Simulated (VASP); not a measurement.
# KZnF3 (Pm-3m) in VASP: further runs

Runs on KZnF3. Level: PBE. Tasks: single point.

All numbers are computed with VASP 6.6.1; they aren't measurements. Logs are shortened: lines on timing, memory, paths and dates and some standing lists are left out, and cuts for length are marked.

## 1. The cell of the first run

It takes space group Pm-3m (No. 221, cubic). The conventional cell has a = 4.002 Å, b = 4.002 Å, c = 4.002 Å, α = 90.00°, β = 90.00°, γ = 90.00°. K (site symmetry m-3m) has 12 F at 2.83 Å and 8 Zn at 3.47 Å within 3.7 Å. Within 2.7 Å of Zn (site symmetry m-3m) lie 6 F at 2.00 Å. Within 2.7 Å of F (site symmetry 4/mmm) lie 2 Zn at 2.00 Å.

## 2. Single point, PBE

The input, INCAR:

```
SYSTEM = KZnF3
PREC = Accurate
ENCUT = 520
EDIFF = 1E-6
ISMEAR = 0
SIGMA = 0.02
LREAL = .False.
LASPH = .True.
NELM = 60
ALGO = Normal
ISIF = 2
LWAVE = .False.
LCHARG = .False.
GGA = PE
NBANDS = 29
```

The input, KPOINTS:

```
Automatic mesh
0
Gamma
  6 6 6
  0 0 0
```

The input, POSCAR:

```
KZnF3
1.0
    4.0022879974      0.0000000000      0.0000000000
    0.0000000000      4.0022879974      0.0000000000
    0.0000000000      0.0000000000      4.0022879974
K Zn F
1 1 3
Direct
    0.0000000000      0.0000000000      0.0000000000
    0.5000000000      0.5000000000      0.5000000000
    0.0000000000      0.5000000000      0.5000000000
    0.5000000000      0.0000000000      0.5000000000
    0.5000000000      0.5000000000      0.0000000000
```

Potentials or basis: VASP PAW PBE potentials, release 64 (K_sv, Zn, F).

The run is started by

```
> cat potpaw_PBE.64/K_sv/POTCAR potpaw_PBE.64/Zn/POTCAR potpaw_PBE.64/F/POTCAR > POTCAR
> mpirun -np 1 vasp_std > vasp.out
```

OUTCAR:

```text
SYSTEM = KZnF3
   PREC = Accurate
   ENCUT = 520
   EDIFF = 1E-6
   ISMEAR = 0
   LREAL = .False.
   LASPH = .True.
   NELM = 60
   ISIF = 2
   GGA = PE

 ion  position               nearest neighbor table
   1  0.000  0.000  0.000-   3 2.83   4 2.83   5 2.83   3 2.83   4 2.83   3 2.83   5 2.83   3 2.83
                             4 2.83   5 2.83   4 2.83   5 2.83
   2  0.500  0.500  0.500-   3 2.00   4 2.00   5 2.00   5 2.00   4 2.00   3 2.00
   3  0.000  0.500  0.500-   2 2.00   2 2.00   1 2.83   1 2.83   1 2.83   1 2.83
   4  0.500  0.000  0.500-   2 2.00   2 2.00   1 2.83   1 2.83   1 2.83   1 2.83
   5  0.500  0.500  0.000-   2 2.00   2 2.00   1 2.83   1 2.83   1 2.83   1 2.83

  LATTYP: Found a simple cubic cell.
 ALAT       =     4.0022879974

  Lattice vectors:

 A1 = (   4.0022879974,   0.0000000000,   0.0000000000)
 A2 = (   0.0000000000,   4.0022879974,   0.0000000000)
 A3 = (   0.0000000000,   0.0000000000,   4.0022879974)

Analysis of symmetry for initial positions (statically):
=====================================================================
 Subroutine PRICEL returns:
 Original cell was already a primitive cell.

 Routine SETGRP: Setting up the symmetry group for a
 simple cubic supercell.

 Subroutine GETGRP returns: Found 48 space group operations
 (whereof 48 operations were pure point group operations)
 out of a pool of 48 trial point group operations.

The static configuration has the point symmetry O_h .

Analysis of symmetry for dynamics (positions and initial velocities):
=====================================================================
 Subroutine PRICEL returns:
 Original cell was already a primitive cell.

 Routine SETGRP: Setting up the symmetry group for a
 simple cubic supercell.

 Subroutine GETGRP returns: Found 48 space group operations
 (whereof 48 operations were pure point group operations)
 out of a pool of 48 trial point group operations.

The dynamic configuration has the point symmetry O_h .

 Subroutine INISYM returns: Found 48 space group operations
 (whereof 48 operations are pure point group operations),
 and found     1 'primitive' translations

----------------------------------------------------------------------------------------

                                     Primitive cell

  volume of cell :      64.1099

  direct lattice vectors                    reciprocal lattice vectors
     4.002287997  0.000000000  0.000000000     0.249857082  0.000000000  0.000000000
     0.000000000  4.002287997  0.000000000     0.000000000  0.249857082  0.000000000
     0.000000000  0.000000000  4.002287997     0.000000000  0.000000000  0.249857082

  length of vectors
     4.002287997  4.002287997  4.002287997     0.249857082  0.249857082  0.249857082

  position of ions in fractional coordinates (direct lattice)
     0.000000000  0.000000000  0.000000000
     0.500000000  0.500000000  0.500000000
     0.000000000  0.500000000  0.500000000
     0.500000000  0.000000000  0.500000000
     0.500000000  0.500000000  0.000000000

  ion indices of the primitive-cell ions
   primitive index   ion index
                 1           1
                 2           2
                 3           3
                 4           4
                 5           5

----------------------------------------------------------------------------------------

 KPOINTS: Automatic mesh

Automatic generation of k-mesh.
 Grid dimensions read from file:
 generate k-points for:    6    6    6

 Generating k-lattice:

  Cartesian coordinates                     Fractional coordinates (reciprocal lattice)
     0.041642847  0.000000000  0.000000000     0.166666667  0.000000000  0.000000000
     0.000000000  0.041642847  0.000000000     0.000000000  0.166666667  0.000000000
     0.000000000  0.000000000  0.041642847     0.000000000  0.000000000  0.166666667

  Length of vectors
     0.041642847  0.041642847  0.041642847

  Shift w.r.t. Gamma in fractional coordinates (k-lattice)
     0.000000000  0.000000000  0.000000000

 Subroutine IBZKPT returns following result:
 ===========================================

 Found     20 irreducible k-points:

 Following reciprocal coordinates:
            Coordinates               Weight
  0.000000  0.000000  0.000000      1.000000
  0.166667  0.000000  0.000000      6.000000
  0.333333  0.000000  0.000000      6.000000
  0.500000  0.000000  0.000000      3.000000
  0.166667  0.166667  0.000000     12.000000
  0.333333  0.166667  0.000000     24.000000
[... 12 lines left out ...]
  0.500000  0.500000  0.333333      6.000000
  0.500000  0.500000  0.500000      1.000000
   k-points           NKPTS =     20   k-points in BZ     NKDIM =     20   number of bands    NBANDS=     29
   number of dos      NEDOS =    301   number of ions     NIONS =      5
   total plane-waves  NPLWV =  27000
   dimension x,y,z NGX =    30 NGY =   30 NGZ =   30
   dimension x,y,z NGXF=    60 NGYF=   60 NGZF=   60
   ions per type =               1   1   3
   NGX,Y,Z   is equivalent  to a cutoff of  12.46, 12.46, 12.46 a.u.
   NGXF,Y,Z  is equivalent  to a cutoff of  24.92, 24.92, 24.92 a.u.
 SYSTEM =  KZnF3
   PREC   = accura    normal or accurate (medium, high low for compatibility)
   ISTART =      0    job   : 0-new  1-cont  2-samecut
   ICHARG =      2    charge: 1-file 2-atom 10-const
   ISPIN  =      1    spin polarized calculation?
   LNONCOLLINEAR =      F non collinear calculations
   LSORBIT =      F    spin-orbit coupling
   LASPH  =      T    aspherical Exc in radial PAW
   ENCUT  =  520.0 eV  38.22 Ry    6.18 a.u.   7.44  7.44  7.44*2*pi/ulx,y,z
   NELM   =     60;   NELMIN=  2; NELMDL= -5     # of ELM steps
   EDIFF  = 0.1E-05   stopping-criterion for ELM
   LREAL  =      F    real-space projection
   EDIFFG = 0.1E-04   stopping-criterion for IOM
   NSW    =      0    number of steps for IOM
   IBRION =     -1    ionic relax: 0-MD 1-quasi-New 2-CG
   NFREE  =      0    steps in history (QN), initial steepest desc. (CG)
   ISIF   =      2    stress and relaxation
   ISYM   =      2    0-nonsym 1-usesym 2-fastsym
   POTIM  = 0.5000    time-step for ionic-motion
   TEBEG  =    0.0;   TEEND  =   0.0 temperature during run
   PSTRESS=    0.0 pullay stress
   NELECT =      42.0000    total number of electrons
   NUPDOWN=      -1.0000    fix difference up-down
   EMIN   =  10.00;   EMAX   =-10.00  energy-range for DOS
   EFERMI =   0.00;   METHOD = LEGACY
   ISMEAR =     0;   SIGMA  =   0.02  broadening in eV -4-tet -1-fermi 0-gaus
   EFERMI_NEDOS =   21; number of points for ismear=-14 and -15
   IALGO  =     38    algorithm
   IMIX   =      4    mixing-type and parameters
     AMIX     =   0.40;   BMIX     =  1.00
     AMIX_MAG =   1.60;   BMIX_MAG =  1.00
  volume/ion in A,a.u.               =      12.82        86.53
  Fermi-wavevector in a.u.,A,eV,Ry     =   1.421836  2.686881 27.505788  2.021618
  Thomas-Fermi vector in A             =   2.542604
   LORBIT       =      0    0 simple, 1 ext, 2 COOP (PROOUT), +10 PAW based schemes
   GGA     = PE    functional components
   LHFCALC =     F    Hartree Fock is set to
   AEXX    =    0.0000 exact exchange contribution
   IVDW    =     0    specifies the selected vdW correction
   LEPSILON=     F    determine dielectric tensor
   LRPA    =     F    only Hartree local field effects (RPA)
 non-spin polarized calculation
 Gauss-broadening in eV      SIGMA  =   0.02
  energy-cutoff  :      520.00
  volume of cell :       64.11
 maximum number of plane-waves:      1755
 NGX is ok and might be reduce to    30
   NGX = 15   NGY = 15   NGZ = 15

 number of electron      41.9999997 magnetization

 Free energy of the ion-electron system (eV)
  ---------------------------------------------------
  ext. energy  EPLUGINS =         0.00000000
  ---------------------------------------------------
  free energy    TOTEN  =       -20.16359318 eV

  energy without entropy =      -20.16359318  energy(sigma->0) =      -20.16359318

 E-fermi :  -0.2146     XC(G=0): -10.0644

 val. band max:       -0.3778543914   @ k =   0.5000   0.5000   0.5000
 cond. band min:       3.5059590082   @ k =   0.0000   0.0000   0.0000
 fundamental gap:      3.8838133996
 Fermi energy:        -0.2145708714

 k-point     1 :       0.0000    0.0000    0.0000
  band No.  band energies     occupation
      1     -27.6098      2.00000
      2     -22.2995      2.00000
      3     -21.6249      2.00000
      4     -21.6249      2.00000
      5     -11.1013      2.00000
      6     -11.1013      2.00000
[... 21 lines left out ...]
     28      10.5501      0.00000
     29      13.9874      0.00000

 k-point     2 :       0.1667    0.0000    0.0000
  band No.  band energies     occupation
      1     -27.6030      2.00000
      2     -22.2664      2.00000
      3     -21.6570      2.00000
      4     -21.6226      2.00000
      5     -11.0985      2.00000
      6     -11.0882      2.00000
[... 21 lines left out ...]
     28      10.6241      0.00000
     29      13.7456      0.00000

 k-point     3 :       0.3333    0.0000    0.0000
  band No.  band energies     occupation
      1     -27.5893      2.00000
      2     -22.1866      2.00000
      3     -21.7323      2.00000
      4     -21.6185      2.00000
      5     -11.0928      2.00000
      6     -11.0615      2.00000
[... 21 lines left out ...]
     28      10.7848      0.00000
     29      13.2370      0.00000

 k-point     4 :       0.5000    0.0000    0.0000
  band No.  band energies     occupation
      1     -27.5823      2.00000
      2     -22.1357      2.00000
      3     -21.7814      2.00000
      4     -21.6171      2.00000
      5     -11.0899      2.00000
      6     -11.0481      2.00000
[... 469 lines left out ...]
     28      12.1900      0.00000
     29      12.2893      0.00000

 k-point    19 :       0.5000    0.5000    0.3333
  band No.  band energies     occupation
      1     -27.5534      2.00000
      2     -21.8030      2.00000
      3     -21.7859      2.00000
      4     -21.7859      2.00000
      5     -11.2562      2.00000
      6     -11.2562      2.00000
[... 21 lines left out ...]
     28      12.1551      0.00000
     29      12.6860      0.00000

 k-point    20 :       0.5000    0.5000    0.5000
  band No.  band energies     occupation
      1     -27.5501      2.00000
      2     -21.7813      2.00000
      3     -21.7813      2.00000
      4     -21.7813      2.00000
      5     -11.2839      2.00000
      6     -11.2839      2.00000
[... 21 lines left out ...]
     28      12.1003      0.00000
     29      13.2651      0.00000

------------------------ aborting loop because EDIFF is reached ----------------------------------------

  FORCE on cell =-STRESS in cart. coord.  units (eV):
  Direction    XX          YY          ZZ          XY          YZ          ZX
  --------------------------------------------------------------------------------------
  -------------------------------------------------------------------------------------
  Total        3.4107819      3.4107819      3.4107819     -0.0000000     -0.0000000      0.0000000
  in kB       85.2392307     85.2392307     85.2392307     -0.0000000     -0.0000000      0.0000000
  external PRESSURE =      85.2392307 kB  Pullay stress =       0.0000000 kB

 VOLUME and BASIS-vectors are now :
 -----------------------------------------------------------------------------
  energy-cutoff  :      520.00
  volume of cell :       64.11
      direct lattice vectors                 reciprocal lattice vectors
     4.002287997  0.000000000  0.000000000     0.249857082  0.000000000  0.000000000
     0.000000000  4.002287997  0.000000000     0.000000000  0.249857082  0.000000000
     0.000000000  0.000000000  4.002287997     0.000000000  0.000000000  0.249857082

 POSITION                                       TOTAL-FORCE (eV/Angst)
 -----------------------------------------------------------------------------------
      0.00000      0.00000      0.00000         0.000000      0.000000      0.000000
      2.00114      2.00114      2.00114         0.000000      0.000000      0.000000
      0.00000      2.00114      2.00114         0.000000      0.000000      0.000000
      2.00114      0.00000      2.00114         0.000000      0.000000      0.000000
      2.00114      2.00114      0.00000         0.000000      0.000000      0.000000
 -----------------------------------------------------------------------------------
    total drift:                                0.000000      0.000000     -0.000000

  FREE ENERGIE OF THE ION-ELECTRON SYSTEM (eV)
  ---------------------------------------------------
  free  energy   TOTEN  =       -20.1635931817 eV

  energy  without entropy=      -20.1635931817  energy(sigma->0) =      -20.16359318
```

Run time: 35 s. Hardware: 1 thread of Intel Xeon Platinum 8259CL at 2.50GHz (Skylake/Cascade Lake), shared host; peak memory 0.19 GiB.

Results:

```yaml
Free_energy: -20.1636 eV
Pressure: 8.5 GPa
Band_gap_on_the_k_mesh: 3.88 eV, indirect (least direct gap 5.95 eV)
```

A k mesh can miss the band edges.

## 3. Single point, PBE

This run uses another cell than the first one, of 13.54 Å³/atom, 1.056 times its volume.

The input, INCAR:

```
SYSTEM = KZnF3
ALGO = Normal
EDIFF = 1E-6
ENCUT = 520
GGA = PE
ISIF = 2
ISMEAR = 0
LASPH = .TRUE.
LCHARG = .FALSE.
LREAL = .FALSE.
LWAVE = .FALSE.
NBANDS = 29
NELM = 60
PREC = Accurate
SIGMA = 0.02
```

The input, KPOINTS:

```
k-points
0
G
  6 6 6
  0 0 0
```

Edit POSCAR of step 2 so:

```diff
@@ -2,5 +2,5 @@
 1.0
-    4.0022879974      0.0000000000      0.0000000000
-    0.0000000000      4.0022879974      0.0000000000
-    0.0000000000      0.0000000000      4.0022879974
+    4.0751574458      0.0000000000      0.0000000000
+    0.0000000000      4.0751574458      0.0000000000
+    0.0000000000      0.0000000000      4.0751574458
 K Zn F
```

Potentials or basis: VASP PAW PBE potentials, release 64 (K_sv, Zn, F).

The run is started by

```
> cat potpaw_PBE.64/K_sv/POTCAR potpaw_PBE.64/Zn/POTCAR potpaw_PBE.64/F/POTCAR > POTCAR
> mpirun -np 1 vasp_std > vasp.out
```

Run time: 35 s. Hardware: 1 thread of Intel Xeon Platinum 8259CL at 2.50GHz (Skylake/Cascade Lake), shared host; peak memory 0.19 GiB.

Results (log left out):

```
Free energy            : -20.2989 eV
Pressure               : 3.2 GPa
Band gap on the k mesh : 3.75 eV, indirect (least direct gap 5.50 eV)
```

Levels at points of the mesh, in eV from the valence-band top:
| k point | band 19 | band 20 | band 21 | band 22 | band 23 | band 24 |
| --- | --- | --- | --- | --- | --- | --- |
| (0.00, 0.00, 0.00) | -1.75 | -1.75 | -1.75 | 3.75 | 8.77 | 8.77 |
| (0.50, 0.00, 0.00) | -1.62 | -1.62 | -1.57 | 6.47 | 8.28 | 9.70 |
| (0.50, 0.50, 0.00) | -1.71 | -1.40 | 0.00 | 7.96 | 10.09 | 10.09 |
| (0.50, 0.50, 0.50) | -1.39 | 0.00 | 0.00 | 8.45 | 8.45 | 8.45 |

A k mesh can miss the band edges.

(Part 1 of 2 ends here.)
